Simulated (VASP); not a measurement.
# SrO (Fm-3m) in VASP: notebook

Runs on SrO. Level: PBEsol. Tasks: single point.

All numbers are computed with VASP 6.6.1; they aren't measurements. Logs are shortened: lines on timing, memory, paths and dates and some standing lists are left out, and cuts for length are marked.

### Step 1. The cell of the first run

Symmetry: Fm-3m, No. 225, cubic system. The conventional cell has a = 5.140 Å, b = 5.140 Å, c = 5.140 Å, α = 90.00°, β = 90.00°, γ = 90.00°. Within 3.4 Å of Sr (site symmetry m-3m) lie 6 O at 2.57 Å. O (site symmetry m-3m) has 6 Sr at 2.57 Å within 3.4 Å.

### Step 2. Single point, PBEsol

Contents of INCAR:

```
PREC = Accurate
ENCUT = 520
EDIFF = 1E-6
ISMEAR = 0
SIGMA = 0.1
LREAL = Auto
LASPH = True
NELM = 80
ALGO = Normal
ISIF = 2
LWAVE = False
LCHARG = False
GGA = PS
ISYM = 0
NBANDS = 78
```

Contents of KPOINTS:

```
Automatic mesh
0
Gamma
  2 2 2
  0.5 0.5 0.5
```

Contents of POSCAR:

```
SrO
1.0
    5.1396000000      0.0000000000     -5.1396000000
    0.0000000000      5.1396000000     -5.1396000000
    5.1396000000      5.1396000000      0.0000000000
Sr O
8 8
Direct
    0.5000000000      0.5000000000      0.0000000000
    0.5000000000      0.5000000000      0.5000000000
    0.5000000000      0.0000000000      0.0000000000
    0.5000000000      0.0000000000      0.5000000000
    0.0000000000      0.5000000000      0.0000000000
    0.0000000000      0.5000000000      0.5000000000
    0.0000000000      0.0000000000      0.0000000000
    0.0000000000      0.0000000000      0.5000000000
    0.2500000000      0.2500000000      0.7500000000
    0.2500000000      0.2500000000      0.2500000000
    0.2500000000      0.7500000000      0.7500000000
    0.2500000000      0.7500000000      0.2500000000
    0.7500000000      0.2500000000      0.7500000000
    0.7500000000      0.2500000000      0.2500000000
    0.7500000000      0.7500000000      0.7500000000
    0.7500000000      0.7500000000      0.2500000000
```

Potentials or basis: VASP PAW PBE potentials, release 64 (Sr_sv, O).

Command:

```
$ cat potpaw_PBE.64/Sr_sv/POTCAR potpaw_PBE.64/O/POTCAR > POTCAR
$ mpirun -np 1 vasp_std > vasp.out
```

OUTCAR:

```text
PREC = Accurate
   ENCUT = 520
   EDIFF = 1E-6
   ISMEAR = 0
   LREAL = Auto
   LASPH = True
   NELM = 80
   ISIF = 2
   GGA = PS
   ISYM = 0

 ion  position               nearest neighbor table
   1  0.500  0.500  0.000-  10 2.57  11 2.57  12 2.57  13 2.57  14 2.57  15 2.57   2 3.63   3 3.63
                             5 3.63   2 3.63   4 3.63   6 3.63   3 3.63   4 3.63   7 3.63   5 3.63
   2  0.500  0.500  0.500-   9 2.57  11 2.57  12 2.57  13 2.57  14 2.57  16 2.57   1 3.63   4 3.63
                             6 3.63   1 3.63   3 3.63   5 3.63   3 3.63   4 3.63   8 3.63   5 3.63
   3  0.500  0.000  0.000-   9 2.57  10 2.57  12 2.57  13 2.57  15 2.57  16 2.57   1 3.63   4 3.63
                             7 3.63   2 3.63   4 3.63   8 3.63   1 3.63   2 3.63   5 3.63   5 3.63
   4  0.500  0.000  0.500-   9 2.57  10 2.57  11 2.57  14 2.57  15 2.57  16 2.57   2 3.63   3 3.63
                             8 3.63   1 3.63   3 3.63   7 3.63   1 3.63   2 3.63   6 3.63   6 3.63
   5  0.000  0.500  0.000-   9 2.57  10 2.57  11 2.57  14 2.57  15 2.57  16 2.57   1 3.63   6 3.63
                             7 3.63   2 3.63   6 3.63   8 3.63   3 3.63   7 3.63   8 3.63   1 3.63
   6  0.000  0.500  0.500-   9 2.57  10 2.57  12 2.57  13 2.57  15 2.57  16 2.57   2 3.63   5 3.63
                             8 3.63   1 3.63   5 3.63   7 3.63   4 3.63   7 3.63   8 3.63   1 3.63
   7  0.000  0.000  0.000-   9 2.57  11 2.57  12 2.57  13 2.57  14 2.57  16 2.57   3 3.63   5 3.63
                             8 3.63   4 3.63   6 3.63   8 3.63   1 3.63   5 3.63   6 3.63   1 3.63
   8  0.000  0.000  0.500-  10 2.57  11 2.57  12 2.57  13 2.57  14 2.57  15 2.57   4 3.63   6 3.63
                             7 3.63   3 3.63   5 3.63   7 3.63   2 3.63   5 3.63   6 3.63   2 3.63
   9  0.250  0.250  0.750-   2 2.57   3 2.57   4 2.57   5 2.57   6 2.57   7 2.57
  10  0.250  0.250  0.250-   1 2.57   3 2.57   4 2.57   5 2.57   6 2.57   8 2.57
  11  0.250  0.750  0.750-   1 2.57   2 2.57   4 2.57   5 2.57   7 2.57   8 2.57
  12  0.250  0.750  0.250-   1 2.57   2 2.57   3 2.57   6 2.57   7 2.57   8 2.57
  13  0.750  0.250  0.750-   1 2.57   2 2.57   3 2.57   6 2.57   7 2.57   8 2.57
  14  0.750  0.250  0.250-   1 2.57   2 2.57   4 2.57   5 2.57   7 2.57   8 2.57
  15  0.750  0.750  0.750-   1 2.57   3 2.57   4 2.57   5 2.57   6 2.57   8 2.57
  16  0.750  0.750  0.250-   2 2.57   3 2.57   4 2.57   5 2.57   6 2.57   7 2.57

IMPORTANT INFORMATION: All symmetrisations will be switched off!
NOSYMM: (Re-)initialisation of all symmetry stuff for point group C_1.

----------------------------------------------------------------------------------------

                                     Primitive cell

  volume of cell :     271.5301

  direct lattice vectors                    reciprocal lattice vectors
     5.139600000  0.000000000 -5.139600000     0.097283835 -0.097283835 -0.097283835
     0.000000000  5.139600000 -5.139600000    -0.097283835  0.097283835 -0.097283835
     5.139600000  5.139600000  0.000000000     0.097283835  0.097283835  0.097283835

  length of vectors
     7.268492025  7.268492025  7.268492025     0.168500546  0.168500546  0.168500546

  position of ions in fractional coordinates (direct lattice)
     0.500000000  0.500000000  0.000000000
[... 116 lines left out ...]
     AMIX     =   0.40;   BMIX     =  1.00
     AMIX_MAG =   1.60;   BMIX_MAG =  1.00
  volume/ion in A,a.u.               =      16.97       114.52
  Fermi-wavevector in a.u.,A,eV,Ry     =   1.274106  2.407711 22.086959  1.623346
  Thomas-Fermi vector in A             =   2.406892
   LORBIT       =      0    0 simple, 1 ext, 2 COOP (PROOUT), +10 PAW based schemes
   GGA     = PS    functional components
   LHFCALC =     F    Hartree Fock is set to
   AEXX    =    0.0000 exact exchange contribution
   IVDW    =     0    specifies the selected vdW correction
   LEPSILON=     F    determine dielectric tensor
   LRPA    =     F    only Hartree local field effects (RPA)
 non-spin polarized calculation
 Gauss-broadening in eV      SIGMA  =   0.10
  energy-cutoff  :      520.00
  volume of cell :      271.53
 maximum number of plane-waves:      7315
   NGX = 27   NGY = 27   NGZ = 27

 number of electron     128.0000048 magnetization

 Free energy of the ion-electron system (eV)
  ---------------------------------------------------
  ext. energy  EPLUGINS =         0.00000000
  ---------------------------------------------------
  free energy    TOTEN  =      -101.12926396 eV

  energy without entropy =     -101.12926396  energy(sigma->0) =     -101.12926396

 E-fermi :   1.7506     XC(G=0): -10.2840

 val. band max:        1.2934742416   @ k =   0.2500   0.2500   0.2500
 cond. band min:       5.1544496602   @ k =   0.2500   0.2500   0.2500
 fundamental gap:      3.8609754186
 Fermi energy:         1.7506142212

 k-point     1 :       0.2500    0.2500    0.2500
  band No.  band energies     occupation
      1     -30.7162      2.00000
      2     -30.6151      2.00000
      3     -30.5878      2.00000
      4     -30.5878      2.00000
      5     -30.5878      2.00000
      6     -30.5586      2.00000
[... 1253 lines left out ...]
     75       8.3182      0.00000
     76       8.3912      0.00000
 [bands above 76 left out]

------------------------ aborting loop because EDIFF is reached ----------------------------------------

  FORCE on cell =-STRESS in cart. coord.  units (eV):
  Direction    XX          YY          ZZ          XY          YZ          ZX
  --------------------------------------------------------------------------------------
  -------------------------------------------------------------------------------------
  Total       -0.5397645     -0.5397689     -0.5397750      0.0000640     -0.0000480     -0.0000490
  in kB       -3.1849083     -3.1849346     -3.1849705      0.0003778     -0.0002831     -0.0002893
  external PRESSURE =      -3.1849378 kB  Pullay stress =       0.0000000 kB

 VOLUME and BASIS-vectors are now :
 -----------------------------------------------------------------------------
  energy-cutoff  :      520.00
  volume of cell :      271.53
      direct lattice vectors                 reciprocal lattice vectors
     5.139600000  0.000000000 -5.139600000     0.097283835 -0.097283835 -0.097283835
     0.000000000  5.139600000 -5.139600000    -0.097283835  0.097283835 -0.097283835
     5.139600000  5.139600000  0.000000000     0.097283835  0.097283835  0.097283835

 POSITION                                       TOTAL-FORCE (eV/Angst)
 -----------------------------------------------------------------------------------
      2.56980      2.56980     -5.13960        -0.000017      0.000031     -0.000021
      5.13960      5.13960     -5.13960        -0.000021      0.000017      0.000018
      2.56980      0.00000     -2.56980        -0.000019     -0.000033      0.000021
      5.13960      2.56980     -2.56980         0.000023      0.000023      0.000012
      0.00000      2.56980     -2.56980        -0.000024     -0.000017     -0.000019
      2.56980      5.13960     -2.56980         0.000017      0.000013     -0.000017
[... 8 lines left out ...]
      7.70940      7.70940     -7.70940        -0.000003      0.000001     -0.000003
      5.13960      5.13960     -7.70940        -0.000002      0.000009     -0.000000
 -----------------------------------------------------------------------------------
    total drift:                               -0.000004      0.000007      0.000004

  FREE ENERGIE OF THE ION-ELECTRON SYSTEM (eV)
  ---------------------------------------------------
  free  energy   TOTEN  =      -101.1292639563 eV

  energy  without entropy=     -101.1292639563  energy(sigma->0) =     -101.12926396
```

Run time: 23 min. Hardware: 1 thread of Intel Xeon 8259CL, shared host; peak memory 0.51 GiB.

Results:

| Item | Value |
| --- | --- |
| Free energy | -101.1293 eV |
| Pressure | -0.3 GPa |
| Band gap on the k mesh | 3.86 eV |

Caveat: the PAW data sets were made with another functional, which shifts forces and pressure a little; a shifted mesh leaves out Γ, where band edges can lie.

### Step 3. Single point, PBEsol

Contents of INCAR:

```
PREC = Accurate
ENCUT = 700
EDIFF = 1E-6
ISMEAR = 0
SIGMA = 0.1
LREAL = Auto
LASPH = True
NELM = 120
ALGO = Normal
ISIF = 2
LWAVE = False
LCHARG = False
GGA = PS
ISYM = -1
NBANDS = 78
GGA_COMPAT = False
```

Contents of KPOINTS:

```
explicit points
4
Reciprocal
  0.25000000   0.25000000   0.25000000 2
  0.25000000   0.25000000   0.75000000 2
  0.25000000   0.75000000   0.25000000 2
  0.25000000   0.75000000   0.75000000 2
```

POSCAR is that of step 2.

Potentials or basis: VASP PAW PBE potentials, release 64 (Sr_sv, O).

Command:

```
$ cat potpaw_PBE.64/Sr_sv/POTCAR potpaw_PBE.64/O/POTCAR > POTCAR
$ mpirun -np 1 vasp_std > vasp.out
```

OUTCAR:

```text
PREC = Accurate
   ENCUT = 700
   EDIFF = 1E-6
   ISMEAR = 0
   LREAL = Auto
   LASPH = True
   NELM = 120
   ISIF = 2
   GGA = PS
   ISYM = -1

 ion  position               nearest neighbor table
   1  0.500  0.500  0.000-  10 2.57  11 2.57  12 2.57  13 2.57  14 2.57  15 2.57   2 3.63   3 3.63
                             5 3.63   2 3.63   4 3.63   6 3.63   3 3.63   4 3.63   7 3.63   5 3.63
   2  0.500  0.500  0.500-   9 2.57  11 2.57  12 2.57  13 2.57  14 2.57  16 2.57   1 3.63   4 3.63
                             6 3.63   1 3.63   3 3.63   5 3.63   3 3.63   4 3.63   8 3.63   5 3.63
   3  0.500  0.000  0.000-   9 2.57  10 2.57  12 2.57  13 2.57  15 2.57  16 2.57   1 3.63   4 3.63
                             7 3.63   2 3.63   4 3.63   8 3.63   1 3.63   2 3.63   5 3.63   5 3.63
   4  0.500  0.000  0.500-   9 2.57  10 2.57  11 2.57  14 2.57  15 2.57  16 2.57   2 3.63   3 3.63
                             8 3.63   1 3.63   3 3.63   7 3.63   1 3.63   2 3.63   6 3.63   6 3.63
   5  0.000  0.500  0.000-   9 2.57  10 2.57  11 2.57  14 2.57  15 2.57  16 2.57   1 3.63   6 3.63
                             7 3.63   2 3.63   6 3.63   8 3.63   3 3.63   7 3.63   8 3.63   1 3.63
   6  0.000  0.500  0.500-   9 2.57  10 2.57  12 2.57  13 2.57  15 2.57  16 2.57   2 3.63   5 3.63
                             8 3.63   1 3.63   5 3.63   7 3.63   4 3.63   7 3.63   8 3.63   1 3.63
[... 469 lines left out ...]
     76       8.3904      0.00000
 [bands above 76 left out]

------------------------ aborting loop because EDIFF is reached ----------------------------------------

  FORCE on cell =-STRESS in cart. coord.  units (eV):
  Direction    XX          YY          ZZ          XY          YZ          ZX
  --------------------------------------------------------------------------------------
  -------------------------------------------------------------------------------------
  Total       -0.7209148     -0.7209849     -0.7209764     -0.0433082      0.0433194      0.0432946
  in kB       -4.2537950     -4.2542090     -4.2541588     -0.2555422      0.2556081      0.2554621
  external PRESSURE =      -4.2540543 kB  Pullay stress =       0.0000000 kB

 VOLUME and BASIS-vectors are now :
 -----------------------------------------------------------------------------
  energy-cutoff  :      700.00
  volume of cell :      271.53
      direct lattice vectors                 reciprocal lattice vectors
     5.139600000  0.000000000 -5.139600000     0.097283835 -0.097283835 -0.097283835
     0.000000000  5.139600000 -5.139600000    -0.097283835  0.097283835 -0.097283835
     5.139600000  5.139600000  0.000000000     0.097283835  0.097283835  0.097283835

 POSITION                                       TOTAL-FORCE (eV/Angst)
 -----------------------------------------------------------------------------------
      2.56980      2.56980     -5.13960         0.000003      0.000012      0.000012
      5.13960      5.13960     -5.13960        -0.000011     -0.000005      0.000022
      2.56980      0.00000     -2.56980        -0.000004      0.000000     -0.000006
      5.13960      2.56980     -2.56980        -0.000008      0.000014     -0.000010
      0.00000      2.56980     -2.56980         0.000007      0.000000     -0.000015
      2.56980      5.13960     -2.56980         0.000015     -0.000021     -0.000001
[... 8 lines left out ...]
      7.70940      7.70940     -7.70940        -0.000009      0.000003      0.000006
      5.13960      5.13960     -7.70940         0.000005      0.000004      0.000003
 -----------------------------------------------------------------------------------
    total drift:                               -0.000013     -0.000001     -0.000009

  FREE ENERGIE OF THE ION-ELECTRON SYSTEM (eV)
  ---------------------------------------------------
  free  energy   TOTEN  =      -101.1554136206 eV

  energy  without entropy=     -101.1554136206  energy(sigma->0) =     -101.15541362
```

Wall time 5.4 min (1 thread of AMD EPYC 7R43 (Zen 3), shared host); peak memory 0.54 GiB.

What came out:

```
Free energy            : -101.1554 eV
Pressure               : -0.4 GPa
Band gap on the k mesh : 3.86 eV
```

Levels at points of the mesh, in eV from the valence-band top:
```
           k point  band 62  band 63  band 64  band 65  band 66  band 67
(0.25, 0.25, 0.25)    -0.05     0.00     0.00     3.86     3.86     3.86
```

Caveat: the PAW data sets were made with another functional, which shifts forces and pressure a little; a shifted mesh leaves out Γ, where band edges can lie. A k mesh can miss the band edges.
